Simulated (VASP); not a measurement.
Input of a VASP 6.6.1 run:

File INCAR:

```
SYSTEM = ZnO
PREC     = Accurate       ! precision mode
ENCUT    = 600            ! plane-wave cutoff, eV
EDIFF    = 1E-6           ! SCF threshold, eV
ISMEAR   = 0              ! smearing method
SIGMA    = 0.01           ! smearing width, eV
LREAL    = .FALSE.        ! projectors in reciprocal space
LASPH    = .TRUE.         ! aspherical terms in the spheres
NELM     = 100            ! most SCF steps
ALGO     = Normal         ! electronic algorithm
ISIF     = 3              ! what is computed and relaxed
LWAVE    = .FALSE.        ! write WAVECAR
LCHARG   = .FALSE.        ! write CHGCAR
GGA      = PE             ! functional
IBRION   = 2              ! ionic algorithm
NSW      = 80             ! ionic steps
EDIFFG   = -0.005         ! ionic threshold
```

File KPOINTS:

```
regular mesh
0
G
  10 10 6
  0 0 0
```

The input POSCAR:

```
ZnO
1.0
    3.2373510000      0.0000000000      0.0000000000
   -1.6186755000      2.8036282000      0.0000000000
    0.0000000000      0.0000000000      5.2220613000
Zn O
2 2
Direct
    0.6666666700      0.3333333300      0.5005917000
    0.3333333300      0.6666666700      0.0005917000
    0.6666666700      0.3333333300      0.8797183000
    0.3333333300      0.6666666700      0.3797183000
```

Potentials or basis: VASP PAW PBE potentials, release 64 (Zn, O).

Command:

```console
$ cat potpaw_PBE.64/Zn/POTCAR potpaw_PBE.64/O/POTCAR > POTCAR
$ mpirun -np 1 vasp_std > vasp.out
```

**Question.** Estimate the relaxed cell.

**Answer.** a = 3.286 Å, b = 3.286 Å, c = 5.302 Å, α = 90.00°, β = 90.00°, γ = 120.00°.

**Question.** Predict the relaxed volume.

**Answer.** 12.40 Å³/atom.

Final structure:
```
Zn O
1.0
     3.28625    0.00000    0.00000
    -1.64313    2.84598    0.00000
     0.00000    0.00000    5.30170
Zn O
2 2
Direct
  0.66667 0.33333 0.50058
  0.33333 0.66667 0.00058
  0.66667 0.33333 0.87973
  0.33333 0.66667 0.37973
```
